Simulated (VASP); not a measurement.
Wanted: the native input for a VASP 6.6.1 run.

| Quantity | Value |
| --- | --- |
| Task | single point |
| Functional | LDA |
| Potentials or basis | VASP PAW LDA potentials, release 64 (Hf_pv, C) |
| Cutoff | 520 eV |
| k mesh | 8 × 8 × 5 |
| Occupations | fermi-dirac, width 0.1 eV |
| Spin | no spin polarisation |
| Dipole correction | no |
| Further INCAR settings | ALGO = Normal; EDIFF = 1e-07; NBANDS = 22 |

The structure of HfC lies in POSCAR:

```
HfC
1.0
    3.4084290882      0.0000000000      0.0000000000
   -1.7042145492      2.9517861766      0.0000000000
    0.0000000000      0.0000000000      5.3047539058
Hf C
2 2
Direct
    0.6666666667      0.3333333333      0.7500000000
    0.3333333333      0.6666666667      0.2500000000
    0.0000000000      0.0000000000      0.0000000000
    0.0000000000      0.0000000000      0.5000000000
```

The input as run:

INCAR

```
SYSTEM = HfC
ALGO     = Normal         ! electronic algorithm
EDIFF    = 1E-7           ! SCF threshold, eV
ENCUT    = 520            ! plane-wave cutoff, eV
GGA      = CA             ! functional
ISIF     = 2              ! what is computed and relaxed
ISMEAR   = -1             ! smearing method
LASPH    = .TRUE.         ! aspherical terms in the spheres
LCHARG   = .TRUE.         ! write CHGCAR
LELF     = .TRUE.         ! ELF
LREAL    = .FALSE.        ! projectors in reciprocal space
LVHAR    = .TRUE.       
LWAVE    = .FALSE.        ! write WAVECAR
NBANDS   = 22             ! bands
NELM     = 100            ! most SCF steps
PREC     = Accurate       ! precision mode
SIGMA    = 0.1            ! smearing width, eV
```

KPOINTS

```
k-points
0
G
  8 8 5
  0 0 0
```

Potentials or basis: VASP PAW LDA potentials, release 64 (Hf_pv, C).

Run with:

```bash
$ cat potpaw_LDA.64/Hf_pv/POTCAR potpaw_LDA.64/C/POTCAR > POTCAR
$ mpirun -np 1 vasp_std > vasp.out
```

Results of the run:

| Quantity | Value |
| --- | --- |
| Pressure | -23.3 GPa |
| Band gap on the k mesh | zero (band 14 reaches 6.79 eV, above the bottom of band 15 at 5.69 eV) |

Caveat: spin-orbit coupling is left out, which moves the levels of the heavy elements.

Run time: 30 s on 1 thread of Intel(R) Xeon(R) Platinum 8259CL CPU @ 2.50GHz (Skylake/Cascade Lake) (shared host), peak memory 0.17 GiB.
